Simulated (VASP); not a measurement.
# HfO2 (Fm-3m) in VASP: settings compared

Aim: see how the results for HfO2 move with the level of theory and the settings. Levels: PBE, LDA. Tasks: single point.

Everything below comes from runs of VASP 6.6.1. Logs are shortened: lines on timing, memory, paths and dates and some standing lists are left out, and cuts for length are marked.

### Step 1. The cell of the first run

The structure is cubic, space group Fm-3m (No. 225). The conventional cell has a = 5.058 Å, b = 5.058 Å, c = 5.058 Å, α = 90.00°, β = 90.00°, γ = 90.00°. Within 2.9 Å of Hf (site symmetry m-3m) lie 8 O at 2.19 Å. O (site symmetry -43m) has 4 Hf at 2.19 Å and 6 O at 2.53 Å within 2.9 Å.

### Step 2. Single point, PBE

Input file INCAR:

```
SYSTEM = HfO2
PREC = Accurate ; ENCUT = 600
EDIFF = 1E-6 ; ISMEAR = 0
SIGMA = 0.01 ; LREAL = .FALSE.
LASPH = .TRUE. ; NELM = 120
ALGO = Normal ; ISIF = 2
LWAVE = .FALSE. ; LCHARG = .FALSE.
GGA = PE ; NBANDS = 18
GGA_COMPAT = .FALSE.
```

Input file KPOINTS:

```
Automatic mesh
0
G
  2 2 2
  0 0 0
```

Input file POSCAR:

```
HfO2
1.0
    0.0000000000      2.5291823194      2.5291823194
    2.5291823194      0.0000000000      2.5291823194
    2.5291823194      2.5291823194      0.0000000000
Hf O
1 2
Direct
    0.0000000000      0.0000000000      0.0000000000
    0.2500000000      0.2500000000      0.2500000000
    0.7500000000      0.7500000000      0.7500000000
```

Potentials or basis: VASP PAW PBE potentials, release 64 (Hf_pv, O).

Launch:

```
$ cat potpaw_PBE.64/Hf_pv/POTCAR potpaw_PBE.64/O/POTCAR > POTCAR
$ mpirun -np 1 vasp_std > vasp.out
```

OUTCAR:

```text
SYSTEM = HfO2
   PREC = Accurate
   ENCUT = 600
   EDIFF = 1E-6
   ISMEAR = 0
   LREAL = .FALSE.
   LASPH = .TRUE.
   NELM = 120
   ISIF = 2
   GGA = PE

 ion  position               nearest neighbor table
   1  0.000  0.000  0.000-   3 2.19   3 2.19   3 2.19   2 2.19   2 2.19   2 2.19   3 2.19   2 2.19

   2  0.250  0.250  0.250-   1 2.19   1 2.19   1 2.19   1 2.19
   3  0.750  0.750  0.750-   1 2.19   1 2.19   1 2.19   1 2.19

  LATTYP: Found a face centered cubic cell.
 ALAT       =     5.0583646388

  Lattice vectors:

 A1 = (   0.0000000000,   2.5291823194,   2.5291823194)
 A2 = (   2.5291823194,   0.0000000000,   2.5291823194)
 A3 = (   2.5291823194,   2.5291823194,   0.0000000000)

Analysis of symmetry for initial positions (statically):
=====================================================================
 Subroutine PRICEL returns:
 Original cell was already a primitive cell.

 Routine SETGRP: Setting up the symmetry group for a
 face centered cubic supercell.

 Subroutine GETGRP returns: Found 48 space group operations
 (whereof 48 operations were pure point group operations)
 out of a pool of 48 trial point group operations.

The static configuration has the point symmetry O_h .

Analysis of symmetry for dynamics (positions and initial velocities):
=====================================================================
 Subroutine PRICEL returns:
 Original cell was already a primitive cell.

 Routine SETGRP: Setting up the symmetry group for a
 face centered cubic supercell.

 Subroutine GETGRP returns: Found 48 space group operations
 (whereof 48 operations were pure point group operations)
 out of a pool of 48 trial point group operations.

The dynamic configuration has the point symmetry O_h .

 Subroutine INISYM returns: Found 48 space group operations
 (whereof 48 operations are pure point group operations),
 and found     1 'primitive' translations

----------------------------------------------------------------------------------------

                                     Primitive cell

  volume of cell :      32.3572

  direct lattice vectors                    reciprocal lattice vectors
     0.000000000  2.529182319  2.529182319    -0.197692351  0.197692351  0.197692351
     2.529182319  0.000000000  2.529182319     0.197692351 -0.197692351  0.197692351
     2.529182319  2.529182319  0.000000000     0.197692351  0.197692351 -0.197692351

  length of vectors
     3.576803938  3.576803938  3.576803938     0.342413197  0.342413197  0.342413197

[... 61 lines left out ...]
   LREAL  =      F    real-space projection
   EDIFFG = 0.1E-04   stopping-criterion for IOM
   NSW    =      0    number of steps for IOM
   IBRION =     -1    ionic relax: 0-MD 1-quasi-New 2-CG
   NFREE  =      0    steps in history (QN), initial steepest desc. (CG)
   ISIF   =      2    stress and relaxation
   ISYM   =      2    0-nonsym 1-usesym 2-fastsym
   POTIM  = 0.5000    time-step for ionic-motion
   TEBEG  =    0.0;   TEEND  =   0.0 temperature during run
   PSTRESS=    0.0 pullay stress
   NELECT =      22.0000    total number of electrons
   NUPDOWN=      -1.0000    fix difference up-down
   EMIN   =  10.00;   EMAX   =-10.00  energy-range for DOS
   EFERMI =   0.00;   METHOD = LEGACY
   ISMEAR =     0;   SIGMA  =   0.01  broadening in eV -4-tet -1-fermi 0-gaus
   EFERMI_NEDOS =   21; number of points for ismear=-14 and -15
   IALGO  =     38    algorithm
   IMIX   =      4    mixing-type and parameters
     AMIX     =   0.40;   BMIX     =  1.00
     AMIX_MAG =   1.60;   BMIX_MAG =  1.00
  volume/ion in A,a.u.               =      10.79        72.79
  Fermi-wavevector in a.u.,A,eV,Ry     =   1.439546  2.720348 28.195259  2.072293
  Thomas-Fermi vector in A             =   2.558390
   LORBIT       =      0    0 simple, 1 ext, 2 COOP (PROOUT), +10 PAW based schemes
   GGA     = PE    functional components
   LHFCALC =     F    Hartree Fock is set to
   AEXX    =    0.0000 exact exchange contribution
   IVDW    =     0    specifies the selected vdW correction
   LEPSILON=     F    determine dielectric tensor
   LRPA    =     F    only Hartree local field effects (RPA)
 non-spin polarized calculation
 Gauss-broadening in eV      SIGMA  =   0.01
  energy-cutoff  :      600.00
  volume of cell :       32.36
 maximum number of plane-waves:      1106
 NGX is ok and might be reduce to    30
   NGX = 15   NGY = 15   NGZ = 15

 number of electron      21.9999998 magnetization

 Free energy of the ion-electron system (eV)
  ---------------------------------------------------
  ext. energy  EPLUGINS =         0.00000000
  ---------------------------------------------------
  free energy    TOTEN  =       -29.72480267 eV

  energy without entropy =      -29.72480267  energy(sigma->0) =      -29.72480267

 E-fermi :   4.6025     XC(G=0): -11.8658

 val. band max:        4.5099929746   @ k =   0.5000   0.5000   0.0000
 cond. band min:       8.1336374386   @ k =   0.5000   0.5000   0.0000
 fundamental gap:      3.6236444640
 Fermi energy:         4.6024765662

 k-point     1 :       0.0000    0.0000    0.0000
  band No.  band energies     occupation
      1     -25.4860      2.00000
      2     -25.4860      2.00000
      3     -25.4860      2.00000
      4     -14.3000      2.00000
      5     -11.1969      2.00000
      6      -0.9632      2.00000
[... 40 lines left out ...]
      5     -12.0973      2.00000
      6      -2.0961      2.00000
[... 10 lines left out ...]
     17      17.6398      0.00000
     18      17.6952      0.00000

------------------------ aborting loop because EDIFF is reached ----------------------------------------

  FORCE on cell =-STRESS in cart. coord.  units (eV):
  Direction    XX          YY          ZZ          XY          YZ          ZX
  --------------------------------------------------------------------------------------
  -------------------------------------------------------------------------------------
  Total        1.2122518      1.2122518      1.2122518     -0.0000000     -0.0000000      0.0000000
  in kB       60.0251147     60.0251147     60.0251147     -0.0000000     -0.0000000      0.0000000
  external PRESSURE =      60.0251147 kB  Pullay stress =       0.0000000 kB

 VOLUME and BASIS-vectors are now :
 -----------------------------------------------------------------------------
  energy-cutoff  :      600.00
  volume of cell :       32.36
      direct lattice vectors                 reciprocal lattice vectors
     0.000000000  2.529182319  2.529182319    -0.197692351  0.197692351  0.197692351
     2.529182319  0.000000000  2.529182319     0.197692351 -0.197692351  0.197692351
     2.529182319  2.529182319  0.000000000     0.197692351  0.197692351 -0.197692351

 POSITION                                       TOTAL-FORCE (eV/Angst)
 -----------------------------------------------------------------------------------
      0.00000      0.00000      0.00000        -0.000000      0.000000     -0.000000
      1.26459      1.26459      1.26459        -0.000000     -0.000000     -0.000000
      3.79377      3.79377      3.79377         0.000000      0.000000      0.000000
 -----------------------------------------------------------------------------------
    total drift:                                0.000000     -0.000000      0.000000

  FREE ENERGIE OF THE ION-ELECTRON SYSTEM (eV)
  ---------------------------------------------------
  free  energy   TOTEN  =       -29.7248026679 eV

  energy  without entropy=      -29.7248026679  energy(sigma->0) =      -29.72480267
```

Run time: 3.8 s. Hardware: 1 thread of Intel Xeon 6975P-C (Granite Rapids), shared host; peak memory 0.16 GiB.

What came out:

| Property | Result |
| --- | --- |
| Free energy | -29.7248 eV |
| Pressure | 6.0 GPa |
| Band gap on the k mesh | 3.62 eV, direct |

Caveat: the k points lie up to 1.08 Å⁻¹ apart; spin-orbit coupling is left out, which moves the levels of the heavy elements.

### Step 3. Single point, PBE

Input file INCAR:

```
PREC = Accurate ; ENCUT = 600
EDIFF = 1E-6 ; ISMEAR = 0
SIGMA = 0.5 ; LREAL = F
LASPH = T ; NELM = 120
ALGO = Normal ; ISIF = 2
LWAVE = F ; LCHARG = T
GGA = PE ; LELF = T
LVHAR = T ; NBANDS = 18
GGA_COMPAT = F
```

Input file KPOINTS:

```
Automatic mesh
0
Gamma
  6 6 6
```

POSCAR is that of step 2.

Potentials or basis: VASP PAW PBE potentials, release 64 (Hf_pv, O).

Launch:

```
$ cat potpaw_PBE.64/Hf_pv/POTCAR potpaw_PBE.64/O/POTCAR > POTCAR
$ mpirun -np 1 vasp_std > vasp.out
```

OUTCAR:

```text
PREC = Accurate
   ENCUT = 600
   EDIFF = 1E-6
   ISMEAR = 0
   LREAL = F
   LASPH = T
   NELM = 120
   ISIF = 2
   GGA = PE

 ion  position               nearest neighbor table
   1  0.000  0.000  0.000-   3 2.19   3 2.19   3 2.19   2 2.19   2 2.19   2 2.19   3 2.19   2 2.19

   2  0.250  0.250  0.250-   1 2.19   1 2.19   1 2.19   1 2.19
   3  0.750  0.750  0.750-   1 2.19   1 2.19   1 2.19   1 2.19

  LATTYP: Found a face centered cubic cell.
 ALAT       =     5.0583646388

  Lattice vectors:

 A1 = (   0.0000000000,   2.5291823194,   2.5291823194)
 A2 = (   2.5291823194,   0.0000000000,   2.5291823194)
 A3 = (   2.5291823194,   2.5291823194,   0.0000000000)

Analysis of symmetry for initial positions (statically):
=====================================================================
 Subroutine PRICEL returns:
 Original cell was already a primitive cell.

 Routine SETGRP: Setting up the symmetry group for a
 face centered cubic supercell.

 Subroutine GETGRP returns: Found 48 space group operations
 (whereof 48 operations were pure point group operations)
 out of a pool of 48 trial point group operations.

The static configuration has the point symmetry O_h .

Analysis of symmetry for dynamics (positions and initial velocities):
=====================================================================
 Subroutine PRICEL returns:
 Original cell was already a primitive cell.

 Routine SETGRP: Setting up the symmetry group for a
 face centered cubic supercell.

 Subroutine GETGRP returns: Found 48 space group operations
 (whereof 48 operations were pure point group operations)
 out of a pool of 48 trial point group operations.

The dynamic configuration has the point symmetry O_h .

 Subroutine INISYM returns: Found 48 space group operations
 (whereof 48 operations are pure point group operations),
 and found     1 'primitive' translations

[... 103 lines left out ...]
   EFERMI_NEDOS =   21; number of points for ismear=-14 and -15
   IALGO  =     38    algorithm
   IMIX   =      4    mixing-type and parameters
     AMIX     =   0.40;   BMIX     =  1.00
     AMIX_MAG =   1.60;   BMIX_MAG =  1.00
  volume/ion in A,a.u.               =      10.79        72.79
  Fermi-wavevector in a.u.,A,eV,Ry     =   1.439546  2.720348 28.195259  2.072293
  Thomas-Fermi vector in A             =   2.558390
   LORBIT       =      0    0 simple, 1 ext, 2 COOP (PROOUT), +10 PAW based schemes
   GGA     = PE    functional components
   LHFCALC =     F    Hartree Fock is set to
   AEXX    =    0.0000 exact exchange contribution
   IVDW    =     0    specifies the selected vdW correction
   LEPSILON=     F    determine dielectric tensor
   LRPA    =     F    only Hartree local field effects (RPA)
 non-spin polarized calculation
 Gauss-broadening in eV      SIGMA  =   0.50
  energy-cutoff  :      600.00
  volume of cell :       32.36
 maximum number of plane-waves:      1106
 NGX is ok and might be reduce to    30
   NGX = 15   NGY = 15   NGZ = 15

 number of electron      21.9999998 magnetization

 Free energy of the ion-electron system (eV)
  ---------------------------------------------------
  ext. energy  EPLUGINS =         0.00000000
  ---------------------------------------------------
  free energy    TOTEN  =       -30.25146044 eV

  energy without entropy =      -30.25146043  energy(sigma->0) =      -30.25146044

 E-fermi :   6.2480     XC(G=0): -11.8753

 val. band max:        4.3359890881   @ k =   0.5000   0.5000   0.0000
 cond. band min:       8.1578694884   @ k =   0.5000   0.5000   0.0000
 fundamental gap:      3.8218804003
 Fermi energy:         6.2480025249

 k-point     1 :       0.0000    0.0000    0.0000
  band No.  band energies     occupation
      1     -25.3179      2.00000
      2     -25.3179      2.00000
      3     -25.3179      2.00000
      4     -14.4382      2.00000
      5     -11.3716      2.00000
      6      -1.0484      2.00000
[... 313 lines left out ...]
      5     -12.3438      2.00000
      6      -1.5654      2.00000
[... 10 lines left out ...]
     17      17.4865      0.00000
     18      17.8365      0.00000

------------------------ aborting loop because EDIFF is reached ----------------------------------------

  FORCE on cell =-STRESS in cart. coord.  units (eV):
  Direction    XX          YY          ZZ          XY          YZ          ZX
  --------------------------------------------------------------------------------------
  -------------------------------------------------------------------------------------
  Total        0.3821390      0.3821390      0.3821390     -0.0000000     -0.0000000      0.0000000
  in kB       18.9217584     18.9217584     18.9217584     -0.0000000     -0.0000000      0.0000000
  external PRESSURE =      18.9217584 kB  Pullay stress =       0.0000000 kB

 VOLUME and BASIS-vectors are now :
 -----------------------------------------------------------------------------
  energy-cutoff  :      600.00
  volume of cell :       32.36
      direct lattice vectors                 reciprocal lattice vectors
     0.000000000  2.529182319  2.529182319    -0.197692351  0.197692351  0.197692351
     2.529182319  0.000000000  2.529182319     0.197692351 -0.197692351  0.197692351
     2.529182319  2.529182319  0.000000000     0.197692351  0.197692351 -0.197692351

 POSITION                                       TOTAL-FORCE (eV/Angst)
 -----------------------------------------------------------------------------------
      0.00000      0.00000      0.00000        -0.000000     -0.000000     -0.000000
      1.26459      1.26459      1.26459         0.000000      0.000000     -0.000000
      3.79377      3.79377      3.79377        -0.000000     -0.000000      0.000000
 -----------------------------------------------------------------------------------
    total drift:                                0.000000     -0.000000      0.000000

  FREE ENERGIE OF THE ION-ELECTRON SYSTEM (eV)
  ---------------------------------------------------
  free  energy   TOTEN  =       -30.2514604384 eV

  energy  without entropy=      -30.2514604338  energy(sigma->0) =      -30.25146044
```

stdout:

```text
POSCAR found type information on POSCAR HfO
 POSCAR found :  2 types and       3 ions
 scaLAPACK will be used
 LDA part: xc-table for (Slater+PW92), standard interpolation
 POSCAR, INCAR and KPOINTS ok, starting setup
 FFT: planning ... GRIDC
 FFT: planning ... GRID_SOFT
 FFT: planning ... GRID
 WAVECAR not read
 entering main loop
```

It took 9 s on 1 thread of Intel Xeon 6975P-C (Granite Rapids), shared host; peak memory 0.17 GiB.

Results:

```yaml
Free_energy: -30.2515 eV
Pressure: 1.9 GPa
Band_gap_on_the_k_mesh: 3.82 eV, direct
```

Levels at points of the mesh, in eV from the valence-band top:
```tsv
k point	band 8	band 9	band 10	band 11	band 12	band 13	band 14	band 15
(0.00, 0.00, 0.00)	-5.38	-0.61	-0.61	-0.61	3.90	3.90	5.89	10.51
(0.50, 0.00, 0.00)	-3.05	-2.74	-1.84	-1.84	4.64	4.64	7.05	9.09
(0.50, 0.50, 0.00)	-3.48	-1.54	-1.54	0.00	3.82	5.54	6.70	8.22
```

Caveat: spin-orbit coupling is left out, which moves the levels of the heavy elements. A k mesh can miss the band edges.

### Step 4. Single point, LDA

Input file INCAR:

```
SYSTEM = HfO2
PREC = Accurate ; ENCUT = 600
EDIFF = 1E-6 ; ISMEAR = 0
SIGMA = 0.01 ; LREAL = .False.
LASPH = .True. ; NELM = 120
ALGO = Normal ; ISIF = 2
LWAVE = .False. ; LCHARG = .True.
GGA = CA ; LELF = .True.
LVHAR = .True. ; NBANDS = 18
GGA_COMPAT = .False.
```

Input file KPOINTS:

```
regular mesh
0
Gamma
  6 6 6
  0 0 0
```

POSCAR is that of step 3.

Potentials or basis: VASP PAW LDA potentials, release 64 (Hf_pv, O).

Launch:

```
$ cat potpaw_LDA.64/Hf_pv/POTCAR potpaw_LDA.64/O/POTCAR > POTCAR
$ mpirun -np 1 vasp_std > vasp.out
```

It took 7.4 s on 1 thread of Intel Xeon 6975P-C (Granite Rapids), shared host; peak memory 0.15 GiB.

Results (log left out):

| Property | Result |
| --- | --- |
| Free energy | -33.0228 eV |
| Pressure | -12.3 GPa |
| Band gap on the k mesh | 3.61 eV, direct |

Levels at points of the mesh, in eV from the valence-band top:
```
           k point  band 8  band 9  band 10  band 11  band 12  band 13  band 14  band 15
(0.00, 0.00, 0.00)   -5.45   -0.62    -0.62    -0.62     3.70     3.70     5.75    10.45
(0.50, 0.00, 0.00)   -3.08   -2.77    -1.85    -1.85     4.45     4.45     7.00     8.82
(0.50, 0.50, 0.00)   -3.50   -1.56    -1.56     0.00     3.61     5.36     6.66     8.14
```

Caveat: spin-orbit coupling is left out, which moves the levels of the heavy elements. LDA gaps usually lie below the measured ones, often by a third to a half.

### Step 5. Single point, PBE

Input file INCAR:

```
PREC = Accurate ; ENCUT = 600
EDIFF = 1E-6 ; ISMEAR = -1
SIGMA = 0.05 ; LREAL = F
LASPH = T ; NELM = 120
ALGO = Normal ; ISIF = 2
LWAVE = F ; LCHARG = F
GGA = PE ; NBANDS = 18
GGA_COMPAT = F
```

Input file KPOINTS:

```
Automatic mesh
0
Gamma
  6 6 6
```

POSCAR is that of step 4.

Potentials or basis: VASP PAW PBE potentials, release 64 (Hf_pv, O).

Launch:

```
$ cat potpaw_PBE.64/Hf_pv/POTCAR potpaw_PBE.64/O/POTCAR > POTCAR
$ mpirun -np 1 vasp_std > vasp.out
```

It took 9.6 s on 1 thread of Intel Xeon 6975P-C (Granite Rapids), shared host; peak memory 0.17 GiB.

It converged, with:

```
Free energy            : -30.2515 eV
Pressure               : 1.9 GPa
Band gap on the k mesh : 3.82 eV, direct
```

Levels at points of the mesh, in eV from the valence-band top:
```tsv
k point	band 7	band 8	band 9	band 10	band 11	band 12	band 13	band 14	band 15	band 16
(0.00, 0.00, 0.00)	-5.38	-5.38	-0.61	-0.61	-0.61	3.90	3.90	5.89	10.51	10.51
(0.50, 0.00, 0.00)	-4.34	-3.05	-2.74	-1.84	-1.84	4.64	4.64	7.05	9.09	9.46
(0.50, 0.50, 0.00)	-3.48	-3.48	-1.54	-1.54	0.00	3.82	5.54	6.70	8.22	8.22
```

Caveat: spin-orbit coupling is left out, which moves the levels of the heavy elements. PBE gaps usually lie below the measured ones, often by a third to a half.

### Step 6. Summary

| level | potentials or basis | k mesh | smearing | gap on the mesh (eV) | pressure (GPa) |
| --- | --- | --- | --- | --- | --- |
| PBE | VASP PAW PBE potentials, release 64 (Hf_pv, O) | 2 × 2 × 2 | gaussian 0.01 eV | 3.62 | 6.0 |
| PBE | VASP PAW PBE potentials, release 64 (Hf_pv, O) | 6 × 6 × 6 | gaussian 0.5 eV | 3.82 | 1.9 |
| LDA | VASP PAW LDA potentials, release 64 (Hf_pv, O) | 6 × 6 × 6 | gaussian 0.01 eV | 3.61 | -12.3 |
| PBE | VASP PAW PBE potentials, release 64 (Hf_pv, O) | 6 × 6 × 6 | fermi-dirac 0.05 eV | 3.82 | 1.9 |

Alike in all rows: task single point; no spin polarisation; cell as given; cutoff (eV) 600.

Caveats: some runs use coarse meshes; spin-orbit coupling is left out, which moves the levels of the heavy elements.

Absolute energies hang on the potentials; compare differences alone.
